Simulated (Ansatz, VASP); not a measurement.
## TiB6 in VASP and in Ansatz

```
Ti B
1.0
     5.36612    0.00000    0.00000
    -2.68306    4.64720    0.00000
     0.00000    0.00000    2.57042
Ti B
1 6
Direct
  0.00000 0.00000 0.50000
  0.34627 0.34627 0.00000
  0.00000 0.65373 0.00000
  0.65373 0.00000 0.00000
  0.00000 0.34627 0.00000
  0.65373 0.65373 0.00000
  0.34627 0.00000 0.00000
```

Alike in both runs: functional PBE; dispersion D3(BJ); k mesh 6 × 6 × 4; occupations gaussian, width 0.1 eV; no spin polarisation.

Ansatz relaxed the structure, and its values are those at the end. VASP's run is a single point on that final structure, the one shown.

|  | VASP | Ansatz |
| --- | --- | --- |
| version | VASP 6.6.1 | Ansatz 0.2.0 |
| potentials or method | VASP PAW PBE potentials, release 64 (Ti_sv, B), cutoff 520 eV | scalar-relativistic, plane waves, PAW |
| valence electrons in the cell | 30 | 30 |

Ansatz gave:

* gap on the k mesh at the Fermi level (eV): none
* pressure (GPa): 0.0
* rms of the force components (eV/Å): 0.004

Question: Estimate VASP's values.

Answer: gap on the k mesh at the Fermi level (eV): none; pressure (GPa): 0.0; rms of the force components (eV/Å): 0.003.

A gap of «none» marks a metal or a gap that the smearing closes.

The k mesh is coarse, so the values compare programs but aren't converged.
